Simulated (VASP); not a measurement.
# Sr (Fm-3m) in VASP: a series of runs, part 2 of 3

VASP 6.6.1. The steps go on from the part before.

**3. Single point, r2SCAN**

The input, POSCAR:

```
Sr
1.0
    0.0000000000      3.0521104090      3.0521104090
    3.0521104090      0.0000000000      3.0521104090
    3.0521104090      3.0521104090      0.0000000000
Sr
1
Direct
    0.0000000000      0.0000000000      0.0000000000
```

The input, INCAR.step1:

```
  PREC = Accurate
  ENCUT = 520
  ISMEAR = 0
  SIGMA = 0.2
  LREAL = False
  LASPH = True
  NELM = 60
  NBANDS = 11
  GGA = PE
  ALGO = Normal
  EDIFF = 1E-4
  LWAVE = True
  LCHARG = False
```

The input, INCAR.step2:

```
  PREC = Accurate
  ENCUT = 520
  EDIFF = 1E-7
  ISMEAR = 0
  SIGMA = 0.2
  LREAL = False
  LASPH = True
  NELM = 60
  ALGO = Normal
  ISIF = 2
  LWAVE = False
  LCHARG = False
  METAGGA = R2SCAN
  LMIXTAU = True
  NBANDS = 11
  ISTART = 1
```

The input, KPOINTS:

```
regular mesh
0
Gamma
  9 9 9
```

Potentials or basis: VASP PAW PBE potentials, release 64 (Sr_sv).

The run is started by

```bash
> cat potpaw_PBE.64/Sr_sv/POTCAR > POTCAR
> cp INCAR.step1 INCAR
> mpirun -np 1 vasp_std > vasp.out
> cp INCAR.step2 INCAR
> mpirun -np 1 vasp_std > vasp.out
```

OUTCAR:

```text
PREC = Accurate
   ENCUT = 520
   EDIFF = 1E-7
   ISMEAR = 0
   LREAL = False
   LASPH = True
   NELM = 60
   ISIF = 2
   METAGGA = R2SCAN
   ISTART = 1

 ion  position               nearest neighbor table
   1  0.000  0.000  0.000-

  LATTYP: Found a face centered cubic cell.
 ALAT       =     6.1042208180

  Lattice vectors:

 A1 = (   0.0000000000,   3.0521104090,   3.0521104090)
 A2 = (   3.0521104090,   0.0000000000,   3.0521104090)
 A3 = (   3.0521104090,   3.0521104090,   0.0000000000)

Analysis of symmetry for initial positions (statically):
=====================================================================
 Subroutine PRICEL returns:
 Original cell was already a primitive cell.

 Routine SETGRP: Setting up the symmetry group for a
 face centered cubic supercell.

 Subroutine GETGRP returns: Found 48 space group operations
 (whereof 48 operations were pure point group operations)
 out of a pool of 48 trial point group operations.

The static configuration has the point symmetry O_h .

Analysis of symmetry for dynamics (positions and initial velocities):
=====================================================================
 Subroutine PRICEL returns:
 Original cell was already a primitive cell.

 Routine SETGRP: Setting up the symmetry group for a
 face centered cubic supercell.

 Subroutine GETGRP returns: Found 48 space group operations
 (whereof 48 operations were pure point group operations)
 out of a pool of 48 trial point group operations.

The dynamic configuration has the point symmetry O_h .

 Subroutine INISYM returns: Found 48 space group operations
 (whereof 48 operations are pure point group operations),
 and found     1 'primitive' translations

----------------------------------------------------------------------------------------

                                     Primitive cell

  volume of cell :      56.8631

  direct lattice vectors                    reciprocal lattice vectors
     0.000000000  3.052110409  3.052110409    -0.163821072  0.163821072  0.163821072
     3.052110409  0.000000000  3.052110409     0.163821072 -0.163821072  0.163821072
     3.052110409  3.052110409  0.000000000     0.163821072  0.163821072 -0.163821072

  length of vectors
     4.316335934  4.316335934  4.316335934     0.283746421  0.283746421  0.283746421

  position of ions in fractional coordinates (direct lattice)
     0.000000000  0.000000000  0.000000000

  ion indices of the primitive-cell ions
   primitive index   ion index
                 1           1

----------------------------------------------------------------------------------------

 KPOINTS: regular mesh

Automatic generation of k-mesh.
 Grid dimensions read from file:
 generate k-points for:    9    9    9

 Generating k-lattice:

  Cartesian coordinates                     Fractional coordinates (reciprocal lattice)
    -0.018202341  0.018202341  0.018202341     0.111111111  0.000000000  0.000000000
     0.018202341 -0.018202341  0.018202341     0.000000000  0.111111111  0.000000000
     0.018202341  0.018202341 -0.018202341     0.000000000  0.000000000  0.111111111

  Length of vectors
     0.031527380  0.031527380  0.031527380

  Shift w.r.t. Gamma in fractional coordinates (k-lattice)
     0.000000000  0.000000000  0.000000000

 Subroutine IBZKPT returns following result:
 ===========================================

 Found     35 irreducible k-points:

 Following reciprocal coordinates:
            Coordinates               Weight
  0.000000  0.000000  0.000000      1.000000
  0.111111  0.000000  0.000000      8.000000
  0.222222  0.000000  0.000000      8.000000
  0.333333  0.000000  0.000000      8.000000
  0.444444  0.000000  0.000000      8.000000
  0.111111  0.111111  0.000000      6.000000
[... 16 lines left out ...]
 -0.333333  0.333333  0.000000     12.000000
  0.444444  0.444444  0.000000      6.000000
 [... further k-points ...]
   k-points           NKPTS =     35   k-points in BZ     NKDIM =     35   number of bands    NBANDS=     11
   number of dos      NEDOS =    301   number of ions     NIONS =      1
   total plane-waves  NPLWV =  32768
   dimension x,y,z NGX =    32 NGY =   32 NGZ =   32
   dimension x,y,z NGXF=    64 NGYF=   64 NGZF=   64
   ions per type =               1
   NGX,Y,Z   is equivalent  to a cutoff of  12.32, 12.32, 12.32 a.u.
   NGXF,Y,Z  is equivalent  to a cutoff of  24.65, 24.65, 24.65 a.u.
 SYSTEM =  unknown system
   PREC   = accura    normal or accurate (medium, high low for compatibility)
   ISTART =      1    job   : 0-new  1-cont  2-samecut
   ICHARG =      0    charge: 1-file 2-atom 10-const
   ISPIN  =      1    spin polarized calculation?
   LNONCOLLINEAR =      F non collinear calculations
   LSORBIT =      F    spin-orbit coupling
   LASPH  =      T    aspherical Exc in radial PAW
   ENCUT  =  520.0 eV  38.22 Ry    6.18 a.u.   8.03  8.03  8.03*2*pi/ulx,y,z
   NELM   =     60;   NELMIN=  2; NELMDL=  0     # of ELM steps
   EDIFF  = 0.1E-06   stopping-criterion for ELM
   LREAL  =      F    real-space projection
   EDIFFG = 0.1E-05   stopping-criterion for IOM
   NSW    =      0    number of steps for IOM
   IBRION =     -1    ionic relax: 0-MD 1-quasi-New 2-CG
   NFREE  =      0    steps in history (QN), initial steepest desc. (CG)
   ISIF   =      2    stress and relaxation
   ISYM   =      2    0-nonsym 1-usesym 2-fastsym
   POTIM  = 0.5000    time-step for ionic-motion
   TEBEG  =    0.0;   TEEND  =   0.0 temperature during run
   PSTRESS=    0.0 pullay stress
   NELECT =      10.0000    total number of electrons
   NUPDOWN=      -1.0000    fix difference up-down
   EMIN   =  10.00;   EMAX   =-10.00  energy-range for DOS
   EFERMI =   0.00;   METHOD = LEGACY
   ISMEAR =     0;   SIGMA  =   0.20  broadening in eV -4-tet -1-fermi 0-gaus
   EFERMI_NEDOS =   21; number of points for ismear=-14 and -15
   IALGO  =     38    algorithm
   IMIX   =      4    mixing-type and parameters
     AMIX     =   0.40;   BMIX     =  1.00
     AMIX_MAG =   1.60;   BMIX_MAG =  1.00
  volume/ion in A,a.u.               =      56.86       383.73
  Fermi-wavevector in a.u.,A,eV,Ry     =   0.917201  1.733259 11.446009  0.841258
  Thomas-Fermi vector in A             =   2.042143
   LORBIT       =      0    0 simple, 1 ext, 2 COOP (PROOUT), +10 PAW based schemes
   METAGGA = R2SCAN    functional components
   LHFCALC =     F    Hartree Fock is set to
   AEXX    =    0.0000 exact exchange contribution
   IVDW    =     0    specifies the selected vdW correction
   LEPSILON=     F    determine dielectric tensor
   LRPA    =     F    only Hartree local field effects (RPA)
 non-spin polarized calculation
 Gauss-broadening in eV      SIGMA  =   0.20
  energy-cutoff  :      520.00
  volume of cell :       56.86
 maximum number of plane-waves:      1550
   NGX = 17   NGY = 17   NGZ = 17

 number of electron      10.0000000 magnetization

 Free energy of the ion-electron system (eV)
  ---------------------------------------------------
  ext. energy  EPLUGINS =         0.00000000
  ---------------------------------------------------
  free energy    TOTEN  =       -15.11101671 eV

  energy without entropy =      -15.08276449  energy(sigma->0) =      -15.09689060

 E-fermi :   1.4797     XC(G=0):  -7.6861

 val. band max:        1.4780795527   @ k =  -0.4444   0.2222   0.0000
 cond. band min:       1.6078183910   @ k =   0.4444   0.0000   0.0000
 fundamental gap:      0.1297388383
 Fermi energy:         1.4796992331

 k-point     1 :       0.0000    0.0000    0.0000
  band No.  band energies     occupation
      1     -36.5961      2.00000
      2     -17.8598      2.00000
      3     -17.8598      2.00000
      4     -17.8598      2.00000
      5      -2.2919      2.00000
      6       4.1560      0.00000
      7       4.1560      0.00000
      8       4.1560      0.00000
      9       5.6530      0.00000
     10       5.6530      0.00000
     11       8.9117      0.00000

 k-point     2 :       0.1111    0.0000    0.0000
  band No.  band energies     occupation
      1     -36.5946      2.00000
      2     -17.8816      2.00000
      3     -17.8627      2.00000
      4     -17.8627      2.00000
      5      -2.0900      2.00000
      6       3.8230      0.00000
      7       4.2442      0.00000
      8       4.2442      0.00000
      9       5.5331      0.00000
     10       5.5331      0.00000
     11       9.4140      0.00000
[... 295 lines left out ...]
 k-point    24 :       0.4444    0.4444    0.0000
  band No.  band energies     occupation
      1     -36.5794      2.00000
      2     -18.0259      2.00000
      3     -17.9236      2.00000
      4     -17.9236      2.00000
      5       0.7642      2.00000
      6       2.0516      0.00005
      7       2.5466      0.00000
      8       6.3880      0.00000
      9       6.3880      0.00000
     10       6.6577      0.00000
     11       7.7292      0.00000

 [... further k-points ...]
[... 5 lines left out ...]
  --------------------------------------------------------------------------------------
  -------------------------------------------------------------------------------------
  Total        0.0026291      0.0026291      0.0026291     -0.0000000     -0.0000000      0.0000000
  in kB        0.0740776      0.0740776      0.0740776     -0.0000000     -0.0000000      0.0000000
  external PRESSURE =       0.0740776 kB  Pullay stress =       0.0000000 kB

 VOLUME and BASIS-vectors are now :
 -----------------------------------------------------------------------------
  energy-cutoff  :      520.00
  volume of cell :       56.86
      direct lattice vectors                 reciprocal lattice vectors
     0.000000000  3.052110409  3.052110409    -0.163821072  0.163821072  0.163821072
     3.052110409  0.000000000  3.052110409     0.163821072 -0.163821072  0.163821072
     3.052110409  3.052110409  0.000000000     0.163821072  0.163821072 -0.163821072

 POSITION                                       TOTAL-FORCE (eV/Angst)
 -----------------------------------------------------------------------------------
      0.00000      0.00000      0.00000         0.000000     -0.000000      0.000000
 -----------------------------------------------------------------------------------
    total drift:                                0.000000      0.000000      0.000000

  FREE ENERGIE OF THE ION-ELECTRON SYSTEM (eV)
  ---------------------------------------------------
  free  energy   TOTEN  =       -15.1110167069 eV

  energy  without entropy=      -15.0827644861  energy(sigma->0) =      -15.09689060
```

Run time: 42 s. Hardware: 1 thread of Intel Xeon Platinum 8488C (Sapphire Rapids), shared host; peak memory 0.19 GiB.

Results:

- Free energy: -15.1110 eV
- Pressure: 0.0 GPa
- Band gap on the k mesh: zero (band 5 reaches 1.46 eV, above the bottom of band 6 at 1.45 eV)

Caveat: the PAW data sets were made with another functional, which shifts forces and pressure a little.

**4. Single point, r2SCAN**

POSCAR is that of step 3.

The input, INCAR.step1:

```
SYSTEM = Sr
PREC     = Accurate       ! precision mode
ENCUT    = 520            ! plane-wave cutoff, eV
ISMEAR   = 0              ! smearing method
SIGMA    = 0.3            ! smearing width, eV
LREAL    = .FALSE.        ! projectors in reciprocal space
LASPH    = .TRUE.         ! aspherical terms in the spheres
NELM     = 100            ! most SCF steps
NBANDS   = 11             ! bands
GGA      = PE             ! functional
ALGO     = Normal         ! electronic algorithm
EDIFF    = 1E-4           ! SCF threshold, eV
LWAVE    = .TRUE.         ! write WAVECAR
LCHARG   = .FALSE.        ! write CHGCAR
```

The input, INCAR.step2:

```
SYSTEM = Sr
PREC     = Accurate       ! precision mode
ENCUT    = 520            ! plane-wave cutoff, eV
EDIFF    = 1E-6           ! SCF threshold, eV
ISMEAR   = 0              ! smearing method
SIGMA    = 0.3            ! smearing width, eV
LREAL    = .FALSE.        ! projectors in reciprocal space
LASPH    = .TRUE.         ! aspherical terms in the spheres
NELM     = 100            ! most SCF steps
ALGO     = Normal         ! electronic algorithm
ISIF     = 2              ! what is computed and relaxed
LWAVE    = .FALSE.        ! write WAVECAR
LCHARG   = .TRUE.         ! write CHGCAR
METAGGA  = R2SCAN         ! meta-GGA
LMIXTAU  = .TRUE.       
LELF     = .TRUE.         ! ELF
LVHAR    = .TRUE.       
NBANDS   = 11             ! bands
ISTART   = 1
```

The input, KPOINTS:

```
regular mesh
0
G
  9 9 9
  0 0 0
```

Potentials or basis: VASP PAW PBE potentials, release 64 (Sr_sv).

The run is started by

```bash
> cat potpaw_PBE.64/Sr_sv/POTCAR > POTCAR
> cp INCAR.step1 INCAR
> mpirun -np 1 vasp_std > vasp.out
> cp INCAR.step2 INCAR
> mpirun -np 1 vasp_std > vasp.out
```

OUTCAR:

```text
SYSTEM = Sr
   PREC = Accurate
   ENCUT = 520
   EDIFF = 1E-6
   ISMEAR = 0
   LREAL = .FALSE.
   LASPH = .TRUE.
   NELM = 100
   ISIF = 2
   METAGGA = R2SCAN
   ISTART = 1

 ion  position               nearest neighbor table
   1  0.000  0.000  0.000-

  LATTYP: Found a face centered cubic cell.
 ALAT       =     6.1042208180

  Lattice vectors:

 A1 = (   0.0000000000,   3.0521104090,   3.0521104090)
 A2 = (   3.0521104090,   0.0000000000,   3.0521104090)
 A3 = (   3.0521104090,   3.0521104090,   0.0000000000)

Analysis of symmetry for initial positions (statically):
[... 505 lines left out ...]
      4     -17.9207      2.00000
      5       0.7641      1.99918
      6       2.0522      0.00643
      7       2.5475      0.00000
      8       6.3891      0.00000
      9       6.3891      0.00000
     10       6.6613      0.00000
     11       7.7306      0.00000

 [... further k-points ...]
[... 5 lines left out ...]
  --------------------------------------------------------------------------------------
  -------------------------------------------------------------------------------------
  Total        0.0101525      0.0101525      0.0101525     -0.0000000     -0.0000000      0.0000000
  in kB        0.2860574      0.2860574      0.2860574     -0.0000000     -0.0000000      0.0000000
  external PRESSURE =       0.2860574 kB  Pullay stress =       0.0000000 kB

 VOLUME and BASIS-vectors are now :
 -----------------------------------------------------------------------------
  energy-cutoff  :      520.00
  volume of cell :       56.86
      direct lattice vectors                 reciprocal lattice vectors
     0.000000000  3.052110409  3.052110409    -0.163821072  0.163821072  0.163821072
     3.052110409  0.000000000  3.052110409     0.163821072 -0.163821072  0.163821072
     3.052110409  3.052110409  0.000000000     0.163821072  0.163821072 -0.163821072

 POSITION                                       TOTAL-FORCE (eV/Angst)
 -----------------------------------------------------------------------------------
      0.00000      0.00000      0.00000        -0.000000      0.000000     -0.000000
 -----------------------------------------------------------------------------------
    total drift:                                0.000000      0.000000     -0.000000

  FREE ENERGIE OF THE ION-ELECTRON SYSTEM (eV)
  ---------------------------------------------------
  free  energy   TOTEN  =       -15.1276053191 eV

  energy  without entropy=      -15.0704006611  energy(sigma->0) =      -15.09900299
```

OSZICAR.step1:

```text
N       E                     dE             d eps       ncg     rms          rms(c)
DAV:   1     0.372248470557E+02    0.37225E+02   -0.47603E+03   770   0.786E+02
DAV:   2     0.257182557032E+00   -0.36968E+02   -0.36397E+02   896   0.155E+02
DAV:   3    -0.158348207566E+01   -0.18407E+01   -0.18178E+01  1159   0.248E+01
DAV:   4    -0.165788413488E+01   -0.74402E-01   -0.74269E-01   995   0.472E+00
DAV:   5    -0.166103311841E+01   -0.31490E-02   -0.31489E-02  1130   0.680E-01    0.112E+01
DAV:   6    -0.166293884960E+01   -0.19057E-02   -0.69637E-03   905   0.947E-01    0.630E+00
DAV:   7    -0.166421865735E+01   -0.12798E-02   -0.11946E-02   809   0.123E+00    0.295E-01
DAV:   8    -0.166420827714E+01    0.10380E-04   -0.14045E-03  1193   0.223E-01    0.709E-02
DAV:   9    -0.166422988565E+01   -0.21609E-04   -0.19879E-05   513   0.369E-02
   1 F= -.16642299E+01 E0= -.16337731E+01  d E =-.609136E-01
```

Run time: 40 s. Hardware: 1 thread of Intel Xeon Platinum 8488C (Sapphire Rapids), shared host; peak memory 0.19 GiB.

What came out:

| Item | Value |
| --- | --- |
| Free energy | -15.1276 eV |
| Pressure | 0.0 GPa |
| Band gap on the k mesh | zero (band 5 reaches 1.46 eV, above the bottom of band 6 at 1.45 eV) |

Caveat: the PAW data sets were made with another functional, which shifts forces and pressure a little.

[end of part 2 of 3]
